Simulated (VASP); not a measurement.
Wanted: the native input for a VASP 6.6.1 run.

| Quantity | Value |
| --- | --- |
| Task | single point |
| Functional | PBE |
| Potentials or basis | VASP PAW PBE potentials, release 64 (Pb_d, F) |
| Cutoff | 520 eV |
| k mesh | 2 × 2 × 2 |
| Occupations | gaussian, width 0.01 eV |
| Spin | no spin polarisation |
| Dipole correction | no |
| Further INCAR settings | ALGO = Normal; EDIFF = 1e-06; NBANDS = 21 |

The structure of PbF2 (Fluorocronite) lies in POSCAR:

```
PbF2
1.0
    0.0000000000      2.9636600000      2.9636600000
    2.9636600000      0.0000000000      2.9636600000
    2.9636600000      2.9636600000      0.0000000000
Pb F
1 2
Direct
    0.0000000000      0.0000000000      0.0000000000
    0.2500000000      0.2500000000      0.2500000000
    0.7500000000      0.7500000000      0.7500000000
```

The input as run:

INCAR

```
SYSTEM = PbF2
PREC     = Accurate       ! precision mode
ENCUT    = 520            ! plane-wave cutoff, eV
EDIFF    = 1E-6           ! SCF threshold, eV
ISMEAR   = 0              ! smearing method
SIGMA    = 0.01           ! smearing width, eV
LREAL    = .False.        ! projectors in reciprocal space
LASPH    = .True.         ! aspherical terms in the spheres
NELM     = 100            ! most SCF steps
ALGO     = Normal         ! electronic algorithm
ISIF     = 2              ! what is computed and relaxed
LWAVE    = .False.        ! write WAVECAR
LCHARG   = .False.        ! write CHGCAR
GGA      = PE             ! functional
NBANDS   = 21             ! bands
```

KPOINTS

```
regular mesh
0
Gamma
  2 2 2
  0 0 0
```

Potentials or basis: VASP PAW PBE potentials, release 64 (Pb_d, F).

The run is started by

```sh
$ cat potpaw_PBE.64/Pb_d/POTCAR potpaw_PBE.64/F/POTCAR > POTCAR
$ mpirun -np 1 vasp_std > vasp.out
```

It gave:

* Pressure: 3.0 GPa
* Band gap on the k mesh: 4.44 eV, indirect (least direct gap 4.56 eV)

Caveat: the k points lie up to 0.92 Å⁻¹ apart; spin-orbit coupling is left out, which moves the levels of the heavy elements.

It took 6.7 s on 1 thread of AMD EPYC 7R13, on a shared host, peak memory 0.14 GiB.
